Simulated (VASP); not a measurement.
The system is BAu.

```xyz
2
Lattice="0.0000 1.9336 1.9336 1.9336 0.0000 1.9336 1.9336 1.9336 0.0000" Properties=species:S:1:pos:R:3 pbc="T T T"
B     0.0000    0.0000    0.0000
Au    1.9336    1.9336    1.9336
```

- Program: VASP 6.6.1
- Task: relaxation of cell and atoms
- Functional: PBE
- Potentials or basis: VASP PAW PBE potentials, release 64 (B, Au)
- Cutoff: 600 eV
- k mesh: 8 × 8 × 8
- Occupations: gaussian, width 0.1 eV
- Spin: no spin polarisation

At the start: pressure 372.7 GPa; volume 7.23 Å³/atom.

Where does the relaxation end?

Over 7 steps the energy falls by 3843.3 meV/atom and the volume is 12.98 Å³/atom (+79.6 %); space group Fm-3m (No. 225, to 0.05 Å).

The path:
| step | energy change (eV) | largest force (eV/Å) | pressure (GPa) | volume (Å³) |
| --- | --- | --- | --- | --- |
| 1 | 0.0000 | 0.0000 | 372.72 | 14.46 |
| 2 | -1.8051 | 0.0000 | -18.56 | 85.93 |
| 3 | -7.0192 | 0.0000 | -20.74 | 33.84 |
| 4 | -7.3590 | 0.0000 | -17.59 | 31.03 |
| 5 | -7.4975 | 0.0000 | 23.84 | 23.14 |
| 6 | -7.6739 | 0.0000 | -4.68 | 26.92 |
| 7 | -7.6866 | 0.0000 | 0.49 | 25.97 |

Final structure:
```
B Au
1.0
     0.00000    2.35040    2.35040
     2.35040    0.00000    2.35040
     2.35040    2.35040    0.00000
B Au
1 1
Direct
  0.00000 0.00000 0.00000
  0.50000 0.50000 0.50000
```

Caveat: the volume moved by over 15 % at a fixed basis, so the end points are rough.
